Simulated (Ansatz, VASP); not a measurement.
**One calculation of Al3Cu2, two programs**

```
Al Cu
1.0
     3.77367    0.00000    0.00000
    -1.88683    3.26809    0.00000
     0.00000    0.00000    5.38905
Al Cu
3 2
Direct
  0.00000 0.00000 0.00000
  0.33333 0.66667 0.35017
  0.66667 0.33333 0.64983
  0.33333 0.66667 0.84017
  0.66667 0.33333 0.15983
```

Change from the starting cell: strain -0.080 along x and y, +0.080 along z, atoms carried along.

Alike in both runs: task single point; functional r2SCAN; k mesh 12 × 12 × 10; occupations gaussian, width 0.15 eV; no spin polarisation.

|  | VASP | Ansatz |
| --- | --- | --- |
| version | VASP 6.6.1 | Ansatz 0.2.0 |
| potentials or method | VASP PAW PBE potentials, release 64 (Al, Cu), cutoff 520 eV | scalar-relativistic, plane waves, PAW |
| valence electrons in the cell | 31 | 47 |

Ansatz gave:

```
gap on the k mesh at the Fermi level (eV)                     : none
pressure (GPa)                                                : 16.3
traceless stress, the component that is largest in VASP (GPa) : -19.58
rms of the force components (eV/Å)                            : 0.165
```

Estimate VASP's values.

gap on the k mesh at the Fermi level (eV): none; pressure (GPa): 16.2; traceless stress, the component that is largest in VASP (GPa): -19.48; rms of the force components (eV/Å): 0.167.

VASP's potentials were made for PBE, not for r2SCAN. Atom by atom the forces differ by 0.002 eV/Å (rms over components). A gap of «none» marks a metal or a gap that the smearing closes. The functional is the same, so the differences come from potentials, cutoffs and numerics. VASP's potentials hold 31 valence electrons a cell and Ansatz's 47, so a difference there can come from the potentials and not from the codes.
